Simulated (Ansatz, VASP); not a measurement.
# One calculation of TiC, two programs

```
Ti C
1.0
     0.00000    2.10990    2.16400
     2.21810    0.00000    2.16400
     2.21810    2.10990    0.00000
Ti C
1 1
Cartesian
  0.0000 0.0000 0.0000
  2.2181 2.1099 2.1640
```

Change from the starting cell: strain +0.0250 x Voigt [1, -1, 0, 0, 0, 0], atoms carried along.

Alike in both runs: task single point; functional PBE; k mesh 18 × 18 × 18; occupations gaussian, width 0.15 eV; no spin polarisation.

|  | VASP | Ansatz |
| --- | --- | --- |
| version | VASP 6.6.1 | Ansatz 0.2.0 |
| potentials or method | VASP PAW PBE potentials, release 64 (Ti_sv, C), cutoff 520 eV | scalar-relativistic, plane waves, PAW |
| valence electrons in the cell | 16 | 16 |

VASP gave:

```
gap on the k mesh at the Fermi level (eV)                     : none
pressure (GPa)                                                : 2.1
traceless stress, the component that is largest in VASP (GPa) : 10.51
```

Task: Estimate Ansatz's values.

Result: gap on the k mesh at the Fermi level (eV): none; pressure (GPa): 1.9; traceless stress, the component that is largest in VASP (GPa): 10.44.

A gap of «none» marks a metal or a gap that the smearing closes. With one functional, cell and mesh, what is left measures potentials, basis and numerics.
